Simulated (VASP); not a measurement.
Input of a VASP 6.6.1 run:

The input POSCAR:

```
TlCl
1.0
    3.7936346943      0.0000000000      0.0000000000
    0.0000000000      3.7936346943      0.0000000000
    0.0000000000      0.0000000000      3.7936346943
Tl Cl
1 1
Direct
    0.0000000000      0.0000000000      0.0000000000
    0.5000000000      0.5000000000      0.5000000000
```

INCAR.step1

```
SYSTEM = TlCl
PREC = Accurate ; ENCUT = 440
EDIFF = 1E-5 ; ISMEAR = 0
SIGMA = 0.01 ; LREAL = .False.
LASPH = .True. ; NELM = 120
ALGO = Normal ; ISIF = 2
LWAVE = .True. ; LCHARG = .False.
GGA = PE ; NBANDS = 17
GGA_COMPAT = .False.
```

Contents of INCAR.step2:

```
SYSTEM = TlCl
PREC = Accurate ; ENCUT = 440
EDIFF = 1E-6 ; ISMEAR = 0
SIGMA = 0.01 ; LREAL = .False.
LASPH = .True. ; NELM = 120
ALGO = Normal ; ISIF = 2
LWAVE = .False. ; LCHARG = .False.
METAGGA = R2SCAN ; LHFCALC = .True.
AEXX = 0.25 ; LMIXTAU = .True.
PRECFOCK = Normal ; ISTART = 1
NBANDS = 17 ; GGA_COMPAT = .False.
```

File KPOINTS:

```
Automatic mesh
0
Gamma
  4 4 4
  0 0 0
```

Potentials or basis: VASP PAW PBE potentials, release 64 (Tl_d, Cl).

Run with:

```bash
$ cat potpaw_PBE.64/Tl_d/POTCAR potpaw_PBE.64/Cl/POTCAR > POTCAR
$ cp INCAR.step1 INCAR
$ mpirun -np 1 vasp_std > vasp.out
$ cp INCAR.step2 INCAR
$ mpirun -np 1 vasp_std > vasp.out
```

Question: What does it give for the band gap on the k mesh?

Answer: 3.73 eV.

Question: Estimate the pressure.

Answer: 1.1 GPa.

Caveat: the PAW data sets were made with another functional, which shifts forces and pressure a little; spin-orbit coupling is left out, which moves the levels of the heavy elements. A k mesh can miss the band edges.
